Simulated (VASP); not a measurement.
# Si (Im-3m) in VASP: a series of runs

The runs below take Si through single point, relaxation of cell and atoms, with PBE.

Everything below comes from runs of VASP 6.6.1. Logs are shortened: lines on timing, memory, paths and dates and some standing lists are left out, and cuts for length are marked.

## 1. The cell of the first run

It takes space group Im-3m (No. 229, cubic). The conventional cell has a = 2.321 Å, b = 2.321 Å, c = 2.321 Å, α = 90.00°, β = 90.00°, γ = 90.00°. Within 2.7 Å of Si (site symmetry m-3m) lie 14 Si at 2.01 to 2.32 Å.

## 2. Single point, PBE

File INCAR:

```
SYSTEM = Si
ALGO = Normal
EDIFF = 1E-6
ENCUT = 520
GGA = PE
ISIF = 2
ISMEAR = -1
LASPH = .True.
LCHARG = .False.
LREAL = .False.
LWAVE = .False.
NBANDS = 8
NELM = 60
PREC = Accurate
SIGMA = 0.08
```

File KPOINTS:

```
k-points
0
Gamma
  22 22 22
  0 0 0
```

File POSCAR:

```
Si
1.0
   -1.1606712252      1.1606712252      1.1606712252
    1.1606712252     -1.1606712252      1.1606712252
    1.1606712252      1.1606712252     -1.1606712252
Si
1
Direct
    0.0000000000      0.0000000000      0.0000000000
```

Potentials or basis: VASP PAW PBE potentials, release 64 (Si).

The run is started by

```
$ cat potpaw_PBE.64/Si/POTCAR > POTCAR
$ mpirun -np 1 vasp_std > vasp.out
```

OUTCAR:

```text
SYSTEM = Si
   EDIFF = 1E-6
   ENCUT = 520
   GGA = PE
   ISIF = 2
   ISMEAR = -1
   LASPH = .True.
   LREAL = .False.
   NELM = 60
   PREC = Accurate

 ion  position               nearest neighbor table
   1  0.000  0.000  0.000-

  LATTYP: Found a body centered cubic cell.
 ALAT       =     2.3213424504

  Lattice vectors:

 A1 = (  -1.1606712252,   1.1606712252,   1.1606712252)
 A2 = (   1.1606712252,  -1.1606712252,   1.1606712252)
 A3 = (   1.1606712252,   1.1606712252,  -1.1606712252)

Analysis of symmetry for initial positions (statically):
=====================================================================
 Subroutine PRICEL returns:
 Original cell was already a primitive cell.

 Routine SETGRP: Setting up the symmetry group for a
 body centered cubic supercell.

 Subroutine GETGRP returns: Found 48 space group operations
 (whereof 48 operations were pure point group operations)
 out of a pool of 48 trial point group operations.

The static configuration has the point symmetry O_h .

Analysis of symmetry for dynamics (positions and initial velocities):
=====================================================================
 Subroutine PRICEL returns:
 Original cell was already a primitive cell.

 Routine SETGRP: Setting up the symmetry group for a
 body centered cubic supercell.

 Subroutine GETGRP returns: Found 48 space group operations
 (whereof 48 operations were pure point group operations)
 out of a pool of 48 trial point group operations.

The dynamic configuration has the point symmetry O_h .

 Subroutine INISYM returns: Found 48 space group operations
 (whereof 48 operations are pure point group operations),
 and found     1 'primitive' translations

----------------------------------------------------------------------------------------

                                     Primitive cell

  volume of cell :       6.2544

  direct lattice vectors                    reciprocal lattice vectors
    -1.160671225  1.160671225  1.160671225     0.000000000  0.430785212  0.430785212
     1.160671225 -1.160671225  1.160671225     0.430785212  0.000000000  0.430785212
     1.160671225  1.160671225 -1.160671225     0.430785212  0.430785212  0.000000000

  length of vectors
     2.010341533  2.010341533  2.010341533     0.609222290  0.609222290  0.609222290

  position of ions in fractional coordinates (direct lattice)
     0.000000000  0.000000000  0.000000000

  ion indices of the primitive-cell ions
   primitive index   ion index
                 1           1

----------------------------------------------------------------------------------------

 KPOINTS: k-points

Automatic generation of k-mesh.
 Grid dimensions read from file:
 generate k-points for:   22   22   22

 Generating k-lattice:

  Cartesian coordinates                     Fractional coordinates (reciprocal lattice)
     0.000000000  0.019581146  0.019581146     0.045454545  0.000000000  0.000000000
     0.019581146  0.000000000  0.019581146     0.000000000  0.045454545  0.000000000
     0.019581146  0.019581146  0.000000000     0.000000000  0.000000000  0.045454545

  Length of vectors
     0.027691922  0.027691922  0.027691922

  Shift w.r.t. Gamma in fractional coordinates (k-lattice)
     0.000000000  0.000000000  0.000000000

 Subroutine IBZKPT returns following result:
 ===========================================

 Found    328 irreducible k-points:

 Following reciprocal coordinates:
            Coordinates               Weight
  0.000000  0.000000  0.000000      1.000000
  0.045455  0.000000  0.000000     12.000000
  0.090909  0.000000  0.000000     12.000000
  0.136364  0.000000  0.000000     12.000000
  0.181818  0.000000  0.000000     12.000000
  0.227273  0.000000  0.000000     12.000000
[... 16 lines left out ...]
  0.090909  0.090909  0.000000     24.000000
  0.136364  0.090909  0.000000     48.000000
 [... further k-points ...]
   k-points           NKPTS =    328   k-points in BZ     NKDIM =    328   number of bands    NBANDS=      8
   number of dos      NEDOS =    301   number of ions     NIONS =      1
   total plane-waves  NPLWV =   4096
   dimension x,y,z NGX =    16 NGY =   16 NGZ =   16
   dimension x,y,z NGXF=    32 NGYF=   32 NGZF=   32
   ions per type =               1
   NGX,Y,Z   is equivalent  to a cutoff of  13.23, 13.23, 13.23 a.u.
   NGXF,Y,Z  is equivalent  to a cutoff of  26.46, 26.46, 26.46 a.u.
 SYSTEM =  Si
   PREC   = accura    normal or accurate (medium, high low for compatibility)
   ISTART =      0    job   : 0-new  1-cont  2-samecut
   ICHARG =      2    charge: 1-file 2-atom 10-const
   ISPIN  =      1    spin polarized calculation?
   LNONCOLLINEAR =      F non collinear calculations
   LSORBIT =      F    spin-orbit coupling
   LASPH  =      T    aspherical Exc in radial PAW
   ENCUT  =  520.0 eV  38.22 Ry    6.18 a.u.   3.74  3.74  3.74*2*pi/ulx,y,z
   NELM   =     60;   NELMIN=  2; NELMDL= -5     # of ELM steps
   EDIFF  = 0.1E-05   stopping-criterion for ELM
   LREAL  =      F    real-space projection
   EDIFFG = 0.1E-04   stopping-criterion for IOM
   NSW    =      0    number of steps for IOM
   IBRION =     -1    ionic relax: 0-MD 1-quasi-New 2-CG
   NFREE  =      0    steps in history (QN), initial steepest desc. (CG)
   ISIF   =      2    stress and relaxation
   ISYM   =      2    0-nonsym 1-usesym 2-fastsym
   POTIM  = 0.5000    time-step for ionic-motion
   TEBEG  =    0.0;   TEEND  =   0.0 temperature during run
   PSTRESS=    0.0 pullay stress
   NELECT =       4.0000    total number of electrons
   NUPDOWN=      -1.0000    fix difference up-down
   EMIN   =  10.00;   EMAX   =-10.00  energy-range for DOS
   EFERMI =   0.00;   METHOD = LEGACY
   ISMEAR =    -1;   SIGMA  =   0.08  broadening in eV -4-tet -1-fermi 0-gaus
   EFERMI_NEDOS =   21; number of points for ismear=-14 and -15
   IALGO  =     38    algorithm
   IMIX   =      4    mixing-type and parameters
     AMIX     =   0.40;   BMIX     =  1.00
     AMIX_MAG =   1.60;   BMIX_MAG =  1.00
  volume/ion in A,a.u.               =       6.25        42.21
  Fermi-wavevector in a.u.,A,eV,Ry     =   1.410476  2.665413 27.067998  1.989442
  Thomas-Fermi vector in A             =   2.532426
   LORBIT       =      0    0 simple, 1 ext, 2 COOP (PROOUT), +10 PAW based schemes
   GGA     = PE    functional components
   LHFCALC =     F    Hartree Fock is set to
   AEXX    =    0.0000 exact exchange contribution
   IVDW    =     0    specifies the selected vdW correction
   LEPSILON=     F    determine dielectric tensor
   LRPA    =     F    only Hartree local field effects (RPA)
 non-spin polarized calculation
  energy-cutoff  :      520.00
  volume of cell :        6.25
 maximum number of plane-waves:       178
   NGX =  7   NGY =  7   NGZ =  7

 number of electron       3.9999999 magnetization

 Free energy of the ion-electron system (eV)
  ---------------------------------------------------
  ext. energy  EPLUGINS =         0.00000000
  ---------------------------------------------------
  free energy    TOTEN  =         0.89961087 eV

  energy without entropy =        0.90513689  energy(sigma->0) =        0.90237388

 E-fermi :  25.3702     XC(G=0): -14.9660

 val. band max:       25.3621133404   @ k =   0.2273   0.1818   0.0909
 cond. band min:      25.3711399951   @ k =   0.1818   0.1818   0.0455
 fundamental gap:      0.0090266547
 Fermi energy:        25.3701527106

 k-point     1 :       0.0000    0.0000    0.0000
  band No.  band energies     occupation
      1       1.1796      2.00000
      2      42.6125      0.00000
      3      42.6125      0.00000
      4      42.6125      0.00000
      5      48.6967      0.00000
      6      48.6967      0.00000
      7      52.8735      0.00000
      8      52.8735      0.00000

 k-point     2 :       0.0455    0.0000    0.0000
  band No.  band energies     occupation
      1       1.2893      2.00000
      2      41.8151      0.00000
      3      42.1338      0.00000
      4      42.4746      0.00000
      5      47.4561      0.00000
      6      48.0111      0.00000
      7      53.4518      0.00000
      8      53.5805      0.00000

 k-point     3 :       0.0909    0.0000    0.0000
  band No.  band energies     occupation
      1       1.6177      2.00000
      2      39.4898      0.00000
      3      40.9843      0.00000
      4      42.1052      0.00000
      5      46.4455      0.00000
      6      46.7048      0.00000
      7      53.7539      0.00000
      8      53.8308      0.00000

 k-point     4 :       0.1364    0.0000    0.0000
  band No.  band energies     occupation
      1       2.1625      2.00000
      2      36.4069      0.00000
      3      39.5924      0.00000
      4      41.6004      0.00000
      5      45.3676      0.00000
      6      46.0791      0.00000
      7      53.7425      0.00000
      8      54.0789      0.00000

 k-point     5 :       0.1818    0.0000    0.0000
  band No.  band energies     occupation
      1       2.9198      2.00000
      2      33.1735      0.00000
      3      38.1989      0.00000
      4      41.0503      0.00000
      5      44.1473      0.00000
      6      45.8703      0.00000
      7      53.9157      0.00000
      8      54.3813      0.00000
[... 177 lines left out ...]
 k-point    22 :       0.4545    0.0455    0.0000
  band No.  band energies     occupation
      1      12.2493      2.00000
      2      15.6499      2.00000
      3      32.4285      0.00000
      4      38.5465      0.00000
      5      40.6079      0.00000
      6      44.7681      0.00000
      7      56.5766      0.00000
      8      62.2036      0.00000

 k-point    23 :       0.0909    0.0909    0.0000
  band No.  band energies     occupation
      1       2.4878      2.00000
      2      35.8956      0.00000
      3      37.1982      0.00000
      4      41.3039      0.00000
      5      44.8440      0.00000
      6      47.5728      0.00000
      7      53.5152      0.00000
      8      54.3467      0.00000

 k-point    24 :       0.1364    0.0909    0.0000
  band No.  band energies     occupation
      1       3.2424      2.00000
      2      33.0808      0.00000
      3      35.5442      0.00000
      4      40.6576      0.00000
      5      44.4010      0.00000
      6      47.6395      0.00000
      7      53.2111      0.00000
      8      55.3275      0.00000

 [... further k-points ...]

------------------------ aborting loop because EDIFF is reached ----------------------------------------

  FORCE on cell =-STRESS in cart. coord.  units (eV):
  Direction    XX          YY          ZZ          XY          YZ          ZX
  --------------------------------------------------------------------------------------
  -------------------------------------------------------------------------------------
  Total       17.8677030     17.8677030     17.8677030      0.0000000      0.0000000     -0.0000000
  in kB     4577.1133107   4577.1133107   4577.1133107      0.0000000      0.0000000     -0.0000000
  external PRESSURE =    4577.1133107 kB  Pullay stress =       0.0000000 kB

 VOLUME and BASIS-vectors are now :
 -----------------------------------------------------------------------------
  energy-cutoff  :      520.00
  volume of cell :        6.25
      direct lattice vectors                 reciprocal lattice vectors
    -1.160671225  1.160671225  1.160671225     0.000000000  0.430785212  0.430785212
     1.160671225 -1.160671225  1.160671225     0.430785212  0.000000000  0.430785212
     1.160671225  1.160671225 -1.160671225     0.430785212  0.430785212  0.000000000

 POSITION                                       TOTAL-FORCE (eV/Angst)
 -----------------------------------------------------------------------------------
      0.00000      0.00000      0.00000         0.000000     -0.000000      0.000000
 -----------------------------------------------------------------------------------
    total drift:                               -0.000000      0.000000     -0.000000

  FREE ENERGIE OF THE ION-ELECTRON SYSTEM (eV)
  ---------------------------------------------------
  free  energy   TOTEN  =         0.8996108672 eV

  energy  without entropy=        0.9051368932  energy(sigma->0) =        0.90237388
```

Run time: 7.2 s. Hardware: 1 thread of Intel Xeon 6975P-C, shared host; peak memory 0.12 GiB.

Results:

```yaml
Free_energy: 0.8996 eV
Pressure: 457.7 GPa
Band_gap_on_the_k_mesh: zero (band 2 reaches 42.61 eV, above the bottom of band 3 at 19.34 eV)
```

(Part 1 of 2 ends here.)
